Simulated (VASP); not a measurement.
TiWC2, 4 atoms in the cell. The structure is trigonal, space group R-3m (No. 166). The conventional cell has a = 3.069 Å, b = 3.069 Å, c = 15.167 Å, α = 90.00°, β = 90.00°, γ = 120.00°. Ti (site symmetry -3m) has 6 C at 2.17 Å within 2.9 Å. Within 2.9 Å of W (site symmetry -3m) lie 6 C at 2.18 Å. Within 2.9 Å of C (site symmetry 3m) lie 3 Ti at 2.17 Å and 3 W at 2.18 Å. 

| Item | Value |
| --- | --- |
| Program | VASP 6.6.1 |
| Task | single point |
| Functional | PBEsol |
| Potentials or basis | VASP PAW PBE potentials, release 64 (Ti_sv, W_sv, C) |
| Cutoff | 520 eV |
| k mesh | 10 × 10 × 10 |
| Occupations | fermi-dirac, width 0.15 eV |
| Spin | no spin polarisation |
| Dipole correction | no |
| Further INCAR settings | ALGO = Normal; EDIFF = 1e-06; NBANDS = 25 |

Potentials or basis: VASP PAW PBE potentials, release 64 (Ti_sv, W_sv, C).

The run is started by

```bash
$ cat potpaw_PBE.64/Ti_sv/POTCAR potpaw_PBE.64/W_sv/POTCAR potpaw_PBE.64/C/POTCAR > POTCAR
$ mpirun -np 1 vasp_std > vasp.out
```

Hardware: 1 thread of Intel(R) Xeon(R) Platinum 8488C (Sapphire Rapids) (shared host).

Q: Estimate the wall time of this run.

A: It took 4.2 min on 1 thread of Intel(R) Xeon(R) Platinum 8488C (Sapphire Rapids), on a shared host, peak memory 0.32 GiB. Counts: scf iterations 15, k points 116.
